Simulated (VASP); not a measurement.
# Ru (P6_3/mmc) in VASP: settings compared, part 2 of 2

VASP 6.6.1. Earlier steps stand in the parts before.

**3. Single point, r2SCAN+rVV10**

This run uses another cell than the first one, of 13.85 Å³/atom.

The input, POSCAR:

```
Ru
1.0
    2.7237197275      0.0000000000      0.0000000000
   -1.3618598638      2.3588104769      0.0000000000
    0.0000000000      0.0000000000      4.3102577801
Ru
2
Direct
    0.6666666667      0.3333333333      0.7500000000
    0.3333333333      0.6666666667      0.2500000000
```

The input, INCAR.step1:

```
SYSTEM = Ru
PREC     = Accurate       ! precision mode
ENCUT    = 620            ! plane-wave cutoff, eV
ISMEAR   = -1             ! smearing method
SIGMA    = 0.05           ! smearing width, eV
LREAL    = .FALSE.        ! projectors in reciprocal space
LASPH    = .TRUE.         ! aspherical terms in the spheres
NELM     = 120            ! most SCF steps
NBANDS   = 23             ! bands
GGA      = PE             ! functional
ALGO     = Normal         ! electronic algorithm
EDIFF    = 1E-5           ! SCF threshold, eV
LWAVE    = .TRUE.         ! write WAVECAR
LCHARG   = .FALSE.        ! write CHGCAR
GGA_COMPAT= .FALSE.
```

The input, INCAR.step2:

```
SYSTEM = Ru
PREC     = Accurate       ! precision mode
ENCUT    = 620            ! plane-wave cutoff, eV
EDIFF    = 1E-6           ! SCF threshold, eV
ISMEAR   = -1             ! smearing method
SIGMA    = 0.05           ! smearing width, eV
LREAL    = .FALSE.        ! projectors in reciprocal space
LASPH    = .TRUE.         ! aspherical terms in the spheres
NELM     = 120            ! most SCF steps
ALGO     = Normal         ! electronic algorithm
ISIF     = 2              ! what is computed and relaxed
LWAVE    = .FALSE.        ! write WAVECAR
LCHARG   = .TRUE.         ! write CHGCAR
METAGGA  = R2SCAN         ! meta-GGA
LMIXTAU  = .TRUE.       
LUSE_VDW = .TRUE.       
IVDW_NL  = 2            
BPARAM   = 11.95        
CPARAM   = 0.0093       
LELF     = .TRUE.         ! ELF
LVHAR    = .TRUE.       
NBANDS   = 23             ! bands
ISTART   = 1            
GGA_COMPAT= .FALSE.
```

The input, KPOINTS:

```
Automatic mesh
0
G
  11 11 6
  0 0 0
```

Potentials or basis: VASP PAW PBE potentials, release 64 (Ru_sv).

Command:

```bash
> cat potpaw_PBE.64/Ru_sv/POTCAR > POTCAR
> cp INCAR.step1 INCAR
> mpirun -np 1 vasp_std > vasp.out
> cp INCAR.step2 INCAR
> mpirun -np 1 vasp_std > vasp.out
```

Wall time 86 s (1 thread of Intel Xeon Platinum 8488C (Sapphire Rapids), shared host); peak memory 0.28 GiB.

The run converged. Its results:

```yaml
Free_energy: -50.3425 eV
Pressure: -10.3 GPa
Band_gap_on_the_k_mesh: zero (bands 16 and 17 overlap by 3.11 eV)
```

Stress tensor (GPa, compression positive):
```
 -9.89   0.00   0.00
  0.00  -9.89   0.00
  0.00   0.00 -11.24
```

Levels at points of the mesh, in eV from the Fermi level:
```csv
k point,band 12,band 13,band 14,band 15,band 16,band 17,band 18,band 19,band 20,band 21
"(0.00, 0.00, 0.00)",-2.55,-2.37,-1.87,-1.87,-1.35,-1.35,1.27,1.27,1.37,10.60
"(0.00, 0.00, 0.50)",-2.72,-2.72,-2.72,-2.70,-2.70,0.61,0.61,0.61,0.61,15.10
```

Caveat: the cell stands under tension; the PAW data sets were made with another functional, which shifts forces and pressure a little.

**4. Relaxation of cell and atoms, BLYP**

This run uses another cell than the first one, of 13.57 Å³/atom.

The input, INCAR:

```
SYSTEM = Ru
PREC     = Accurate       ! precision mode
ENCUT    = 560            ! plane-wave cutoff, eV
EDIFF    = 1E-7           ! SCF threshold, eV
ISMEAR   = -1             ! smearing method
SIGMA    = 0.05           ! smearing width, eV
LREAL    = .False.        ! projectors in reciprocal space
LASPH    = .True.         ! aspherical terms in the spheres
NELM     = 120            ! most SCF steps
ALGO     = Normal         ! electronic algorithm
ISIF     = 3              ! what is computed and relaxed
LWAVE    = .False.        ! write WAVECAR
LCHARG   = .False.        ! write CHGCAR
GGA      = B5             ! functional
ALDAX    = 1.0          
AGGAX    = 1.0          
AGGAC    = 1.0          
ALDAC    = 0.0          
IBRION   = 2              ! ionic algorithm
NSW      = 60             ! ionic steps
EDIFFG   = -0.01          ! ionic threshold
GGA_COMPAT= .False.      
NELMIN   = 4
```

The input, KPOINTS:

```
Automatic mesh
0
Gamma
  11 11 6
  0 0 0
```

The input, POSCAR:

```
Ru
1.0
    2.7058000000      0.0000000000      0.0000000000
   -1.3529000000      2.3432915376      0.0000000000
    0.0000000000      0.0000000000      4.2819000000
Ru
2
Direct
    0.6666666667      0.3333333333      0.7500000000
    0.3333333333      0.6666666667      0.2500000000
```

Command:

```bash
> cat potpaw_PBE.64/Ru_sv/POTCAR > POTCAR
> mpirun -np 1 vasp_std > vasp.out
```

Run time: 6.3 min. Hardware: 1 thread of AMD EPYC 7R43 (Zen 3), shared host; peak memory 0.13 GiB.

Results (log left out):

```
Free energy                           : -15.9195 eV
Relaxed volume                        : 14.43 Å³/atom
Relaxed cell                          : a = 2.765 Å, b = 2.765 Å, c = 4.361 Å, α = 90.00°, β = 90.00°, γ = 120.00°
Space group after relaxing (to 0.1 Å) : P6_3/mmc (No. 194)
Energy gained by relaxing             : 48.4 meV/atom
Ionic steps                           : 9
Pressure after relaxing               : 0.0 GPa
Band gap on the k mesh                : zero (bands 16 and 17 overlap by 2.79 eV)
```

Step by step:
```
step  energy change (eV)  largest force (eV/Å)  pressure (GPa)  volume (Å³)
   1              0.0000                0.0000           19.20        27.15
   2              0.4721                0.0000          -29.71        34.06
   3             -0.0963                0.0000           -1.08        28.98
   4             -0.0967                0.0000           -0.13        28.87
   5             -0.0967                0.0000            0.20        28.84
   6             -0.0968                0.0000            0.21        28.84
   7             -0.0969                0.0000            0.20        28.84
   8             -0.0968                0.0000           -0.38        28.90
   9             -0.0969                0.0000           -0.02        28.87
```

Final structure:
```yaml
crystal:
  lattice:
    - [2.76451, 0.00000, 0.00000]
    - [-1.38225, 2.39413, 0.00000]
    - [0.00000, 0.00000, 4.36123]
  atoms:
    - { symbol: Ru, position: [0.66667, 0.33333, 0.75000] }
    - { symbol: Ru, position: [0.33333, 0.66667, 0.25000] }
```

Levels at points of the mesh, in eV from the Fermi level:
```
           k point  band 14  band 15  band 16  band 17  band 18  band 19
(0.00, 0.00, 0.00)    -1.70    -1.70    -1.25    -1.25     1.12     1.12
(0.00, 0.00, 0.50)    -2.48    -2.36    -2.36     0.52     0.52     0.52
```

Caveat: the PAW data sets were made with another functional, which shifts forces and pressure a little.

**5. Single point, r2SCANh**

This run uses another cell than the first one, of 12.76 Å³/atom.

The input, POSCAR:

```
Ru
1.0
    2.6505640930      0.0000000000      0.0000000000
   -1.3252820465      2.2954558389      0.0000000000
    0.0000000000      0.0000000000      4.1944897589
Ru
2
Direct
    0.6666666667      0.3333333333      0.7500000000
    0.3333333333      0.6666666667      0.2500000000
```

The input, INCAR.step1:

```
SYSTEM = Ru
PREC = Accurate
ENCUT = 460
EDIFF = 1E-5
ISMEAR = -1
SIGMA = 0.05
LREAL = .False.
LASPH = .True.
NELM = 120
ALGO = Normal
ISIF = 2
LWAVE = .True.
LCHARG = .False.
NBANDS = 23
GGA = PE
GGA_COMPAT = .False.
```

The input, INCAR.step2:

```
SYSTEM = Ru
PREC = Accurate
ENCUT = 460
EDIFF = 1E-6
ISMEAR = -1
SIGMA = 0.05
LREAL = .False.
LASPH = .True.
NELM = 120
ALGO = Normal
ISIF = 2
LWAVE = .False.
LCHARG = .False.
METAGGA = R2SCAN
LHFCALC = .True.
AEXX = 0.1
LMIXTAU = .True.
PRECFOCK = Normal
NBANDS = 23
ISTART = 1
GGA_COMPAT = .False.
```

The input, KPOINTS:

```
Automatic mesh
0
Gamma
  6 6 3
  0 0 0
```

Command:

```bash
> cat potpaw_PBE.64/Ru_sv/POTCAR > POTCAR
> cp INCAR.step1 INCAR
> mpirun -np 1 vasp_std > vasp.out
> cp INCAR.step2 INCAR
> mpirun -np 1 vasp_std > vasp.out
```

Run time: 18 min. Hardware: 1 thread of Intel Xeon Platinum 8375C at 2.90GHz (Ice Lake), shared host; peak memory 0.15 GiB.

It converged, with:

* Free energy: -49.8256 eV
* Pressure: 16.6 GPa
* Band gap on the k mesh: zero (bands 16 and 17 overlap by 4.06 eV)

Stress tensor (GPa, compression positive):
```
19.30  0.00  0.00
 0.00 19.30  0.00
 0.00  0.00 11.29
```

Levels at points of the mesh, in eV from the Fermi level:
| k point | band 13 | band 14 | band 15 | band 16 | band 17 | band 18 | band 19 | band 20 |
| --- | --- | --- | --- | --- | --- | --- | --- | --- |
| (0.00, 0.00, 0.00) | -3.07 | -2.52 | -2.52 | -1.91 | -1.91 | 1.60 | 1.61 | 1.61 |
| (0.50, 0.00, 0.00) | -2.67 | -2.19 | -1.95 | 1.96 | 2.46 | 2.49 | 5.03 | 7.39 |

Caveat: the k points lie up to 0.50 Å⁻¹ apart, too coarse for converged energies and pressures of a metal; the PAW data sets were made with another functional, which shifts forces and pressure a little.

**6. Single point, BHLYP**

The input, POSCAR:

```
Ru
1.0
    2.7414067149      0.0000000000      0.0000000000
   -1.3707033574      2.3741278572      0.0000000000
    0.0000000000      0.0000000000      4.3382472512
Ru
2
Direct
    0.6666666667      0.3333333333      0.7500000000
    0.3333333333      0.6666666667      0.2500000000
```

Edit INCAR.step1 of step 5 so:

```diff
@@ -2,3 +2,3 @@
 PREC = Accurate
-ENCUT = 460
+ENCUT = 420
 EDIFF = 1E-5
@@ -13,4 +13,4 @@
 LCHARG = .False.
+GGA = PE
 NBANDS = 23
-GGA = PE
 GGA_COMPAT = .False.
```

The input, INCAR.step2:

```
SYSTEM = Ru
PREC = Accurate
ENCUT = 420
EDIFF = 1E-6
ISMEAR = -1
SIGMA = 0.05
LREAL = .False.
LASPH = .True.
NELM = 120
ALGO = Normal
ISIF = 2
LWAVE = .False.
LCHARG = .False.
GGA = B5
LHFCALC = .True.
AEXX = 0.5
ALDAX = 0.5
AGGAX = 0.5
AGGAC = 1.0
ALDAC = 0.0
PRECFOCK = Normal
ISTART = 1
NBANDS = 23
GGA_COMPAT = .False.
```

The input, KPOINTS:

```
regular mesh
0
Gamma
  6 6 3
  0 0 0
```

Potentials or basis: VASP PAW PBE potentials, release 64 (Ru_sv).

Command:

```bash
> cat potpaw_PBE.64/Ru_sv/POTCAR > POTCAR
> cp INCAR.step1 INCAR
> mpirun -np 1 vasp_std > vasp.out
> cp INCAR.step2 INCAR
> mpirun -np 1 vasp_std > vasp.out
```

Run time: 15 min. Hardware: 1 thread of Intel Xeon Platinum 8488C (Sapphire Rapids), shared host; peak memory 0.14 GiB.

It converged, with:

| Quantity | Value |
| --- | --- |
| Free energy | -26.4880 eV |
| Pressure | -21.6 GPa |
| Band gap on the k mesh | zero (bands 16 and 17 overlap by 5.93 eV) |

Stress tensor (GPa, compression positive):
```
-17.80   0.00   0.00
  0.00 -17.80   0.00
  0.00   0.00 -29.17
```

Levels at points of the mesh, in eV from the Fermi level:
| k point | band 13 | band 14 | band 15 | band 16 | band 17 | band 18 | band 19 | band 20 |
| --- | --- | --- | --- | --- | --- | --- | --- | --- |
| (0.00, 0.00, 0.00) | -3.74 | -3.48 | -3.48 | -3.00 | -3.00 | 2.28 | 2.28 | 2.39 |
| (0.50, 0.00, 0.00) | -3.57 | -2.60 | -2.57 | 2.78 | 3.09 | 3.29 | 6.10 | 8.48 |

Caveat: the k points lie up to 0.48 Å⁻¹ apart, too coarse for converged energies and pressures of a metal; the PAW data sets were made with another functional, which shifts forces and pressure a little.

**7. Summary**

| task | level | cell | k mesh | cutoff (eV) | grid for exact exchange (PRECFOCK) | share of exact exchange | gap on the mesh (eV) | pressure (GPa) |
| --- | --- | --- | --- | --- | --- | --- | --- | --- |
| single point | r2SCAN | a = 2.741, b = 2.741, c = 4.338 Å, angles 90.0, 90.0, 120.0°, 2 atoms | 11 × 11 × 6 | 620 | - | - | none | -13.6 |
| single point | r2SCAN+rVV10 | a = 2.724, b = 2.724, c = 4.310 Å, angles 90.0, 90.0, 120.0°, 2 atoms | 11 × 11 × 6 | 620 | - | - | none | -10.3 |
| relaxation of cell and atoms | BLYP | relaxed from a = 2.706, b = 2.706, c = 4.282 Å, angles 90.0, 90.0, 120.0°, 2 atoms | 11 × 11 × 6 | 560 | - | - | none | 0.0 |
| single point | r2SCANh | a = 2.651, b = 2.651, c = 4.194 Å, angles 90.0, 90.0, 120.0°, 2 atoms | 6 × 6 × 3 | 460 | Normal | 0.1 | none | 16.6 |
| single point | BHLYP | a = 2.741, b = 2.741, c = 4.338 Å, angles 90.0, 90.0, 120.0°, 2 atoms | 6 × 6 × 3 | 420 | Normal | 0.5 | none | -21.6 |

Alike in all rows: potentials or basis VASP PAW PBE potentials, release 64 (Ru_sv); no spin polarisation; smearing fermi-dirac 0.05 eV.

Caveats: some runs use coarse meshes; the PAW data sets were made with another functional, which shifts forces and pressure a little; the cell stands under tension (at least some runs).

Absolute energies hang on the potentials; compare differences alone.
